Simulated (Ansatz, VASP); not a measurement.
# NbSnSe4 in VASP and in Ansatz

```
Nb Sn Se
1.0
     2.91618   -3.76331    0.08312
     2.91618    3.76331    0.08312
    -2.38404    0.00000    7.64121
Nb Sn Se
1 1 4
Direct
  0.00000 0.00000 0.50000
  0.50000 0.50000 0.50000
  0.33978 0.85283 0.27626
  0.14717 0.66022 0.72374
  0.66022 0.14717 0.72374
  0.85283 0.33978 0.27626
```

Alike in both runs: functional PBE; k mesh 3 × 3 × 2; occupations gaussian, width 0.15 eV; no spin polarisation.

Ansatz relaxed the structure, and its values are those at the end. VASP's run is a single point on that final structure, the one shown.

```csv
,VASP,Ansatz
version,VASP 6.6.1,Ansatz 0.2.0
potentials or method,"VASP PAW PBE potentials, release 64 (Nb_sv, Sn_d, Se), cutoff 500 eV","scalar-relativistic, plane waves, PAW"
valence electrons in the cell,51,91
```

Ansatz gave:

- gap on the k mesh at the Fermi level (eV): none
- pressure (GPa): 0.0
- rms of the force components (eV/Å): 0.014

Question: Estimate VASP's values.

Answer: gap on the k mesh at the Fermi level (eV): none; pressure (GPa): 0.0; rms of the force components (eV/Å): 0.013.

A gap of «none» marks a metal or a gap that the smearing closes. VASP's potentials hold 51 valence electrons a cell and Ansatz's 91, so a difference there can come from the potentials and not from the codes.

The k mesh is coarse, so the values compare programs but aren't converged.
